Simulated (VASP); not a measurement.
Set up this calculation in VASP 6.6.1, as the native input.

* Task: single point
* Functional: PBEsol
* Dispersion: D3(BJ)
* Potentials or basis: VASP PAW PBE potentials, release 64 (Pd)
* Cutoff: 520 eV
* k mesh: 12 × 12 × 12
* Occupations: fermi-dirac, width 0.05 eV
* Spin: no spin polarisation
* Dipole correction: no
* Further INCAR settings: ALGO = Normal; EDIFF = 1e-06; NBANDS = 11

The structure of Pd lies in POSCAR:

```
Pd
1.0
    0.0000000000      1.9334358480      1.9334358480
    1.9334358480      0.0000000000      1.9334358480
    1.9334358480      1.9334358480      0.0000000000
Pd
1
Direct
    0.0000000000      0.0000000000      0.0000000000
```

One way to write it, as run:

INCAR

```
  ALGO = Normal
  EDIFF = 1E-6
  ENCUT = 520
  GGA = PS
  ISIF = 2
  ISMEAR = -1
  IVDW = 12
  LASPH = True
  LCHARG = False
  LREAL = False
  LWAVE = False
  NBANDS = 11
  NELM = 60
  PREC = Accurate
  SIGMA = 0.05
```

KPOINTS

```
k-points
0
Gamma
  12 12 12
```

Potentials or basis: VASP PAW PBE potentials, release 64 (Pd).

The run is started by

```console
$ cat potpaw_PBE.64/Pd/POTCAR > POTCAR
$ mpirun -np 1 vasp_std > vasp.out
```

It gave:

* Pressure: -6.4 GPa
* Band gap on the k mesh: zero (band 5 reaches 10.26 eV, above the bottom of band 6 at 8.62 eV)
* Dispersion energy per atom: -0.635 eV

Caveat: the PAW data sets were made with another functional, which shifts forces and pressure a little; pairwise dispersion overbinds metals, which lowers pressure and volume.

Run time: 6.5 s on 1 thread of AMD EPYC 7R13 Processor (Zen 3) (shared host), peak memory 0.11 GiB.
